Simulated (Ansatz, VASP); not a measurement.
**ZnO: VASP beside Ansatz**

The input INCAR:

```
PREC     = Accurate       # precision mode
ENCUT    = 520            # plane-wave cutoff, eV
EDIFF    = 1E-6           # SCF threshold, eV
ISMEAR   = 0              # smearing method
SIGMA    = 0.05           # smearing width, eV
LREAL    = False          # projectors in reciprocal space
LASPH    = True           # aspherical terms in the spheres
NELM     = 100            # most SCF steps
ALGO     = Normal         # electronic algorithm
ISIF     = 2              # what is computed and relaxed
LWAVE    = False          # write WAVECAR
LCHARG   = False          # write CHGCAR
GGA      = PE             # functional
IVDW     = 12             # dispersion correction
NBANDS   = 26             # bands
```

KPOINTS

```
regular mesh
0
Gamma
  12 12 4
```

File POSCAR:

```
ZnO
1.0
    3.2349261552      0.0000000000      0.0000000000
   -1.6174630776      2.8015282298      0.0000000000
    0.0000000000      0.0000000000      7.3661848228
Zn O
2 2
Direct
    0.0000000000      0.0000000000      0.7500000000
    0.0000000000      0.0000000000      0.2500000000
    0.3333333333      0.6666666667      0.2500000000
    0.6666666667      0.3333333333      0.7500000000
```

Input for Ansatz:

```yaml
crystal:
  lattice:
    - [3.2349261552, 0.0, 0.0]
    - [-1.6174630776, 2.8015282298, 0.0]
    - [0.0, 0.0, 7.3661848228]
  atoms:
    - { symbol: Zn, position: [0.0, 0.0, 0.75] }
    - { symbol: Zn, position: [0.0, 0.0, 0.25] }
    - { symbol: O, position: [0.3333333333, 0.6666666667, 0.25] }
    - { symbol: O, position: [0.6666666667, 0.3333333333, 0.75] }
basis:
  ecutwfc: 420
kpoints:
  mp_grid: { grid: [12, 12, 4] }
hamiltonian:
  xc: pbe
  dispersion: d3bj
scf:
  occupations: { method: gaussian, width: 0.05 }
output:
  forces: true
  stress: true
  eigenvalues: true
```

Alike in both runs: task single point; functional PBE; dispersion D3(BJ); k mesh 12 × 12 × 4; occupations gaussian, width 0.05 eV; no spin polarisation.

```csv
,VASP,Ansatz
version,VASP 6.6.1,Ansatz 0.2.0
potentials or method,"VASP PAW PBE potentials, release 64 (Zn, O), cutoff 520 eV","scalar-relativistic, plane waves, PAW"
valence electrons in the cell,36,36
```

```tsv
	VASP	Ansatz	Ansatz less VASP
gap on the k mesh at the Fermi level (eV)	0.88	0.87	-0.004
least direct gap on the mesh (eV)	0.88	0.87	-0.004
pressure (GPa)	3.1	2.1	-0.92
traceless stress, the component that is largest in VASP (GPa)	-4.76	-3.81	+0.945
```
